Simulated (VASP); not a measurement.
A run of VASP 6.6.1:

The input INCAR:

```
ALGO     = Fast           # electronic algorithm
EDIFF    = 1E-6           # SCF threshold, eV
ENCUT    = 520            # plane-wave cutoff, eV
GGA      = CA             # functional
ISIF     = 2              # what is computed and relaxed
ISMEAR   = 1              # smearing method
LASPH    = T              # aspherical terms in the spheres
LCHARG   = T              # write CHGCAR
LELF     = T              # ELF
LREAL    = F              # projectors in reciprocal space
LVHAR    = T            
LWAVE    = F              # write WAVECAR
NBANDS   = 19             # bands
NELM     = 60             # most SCF steps
PREC     = Accurate       # precision mode
SIGMA    = 0.1            # smearing width, eV
```

File KPOINTS:

```
k-points
0
Gamma
  18 18 10
```

File POSCAR:

```
Zr
1.0
    3.1488405520      0.0000000000      0.0000000000
   -1.5744202760      2.7269759105      0.0000000000
    0.0000000000      0.0000000000      5.0740664970
Zr
2
Direct
    0.3333333333      0.6666666667      0.2500000000
    0.6666666667      0.3333333333      0.7500000000
```

Potentials or basis: VASP PAW LDA potentials, release 64 (Zr_sv).

Command:

```bash
$ cat potpaw_LDA.64/Zr_sv/POTCAR > POTCAR
$ mpirun -np 1 vasp_std > vasp.out
```

Hardware: 1 thread of Intel Xeon 8259CL, on a shared host.

**Question.** Estimate the wall time of this run.

**Answer.** Run time: 6.7 min on 1 thread of Intel Xeon 8259CL (shared host), peak memory 0.26 GiB. Counts: scf iterations 21, k points 222.
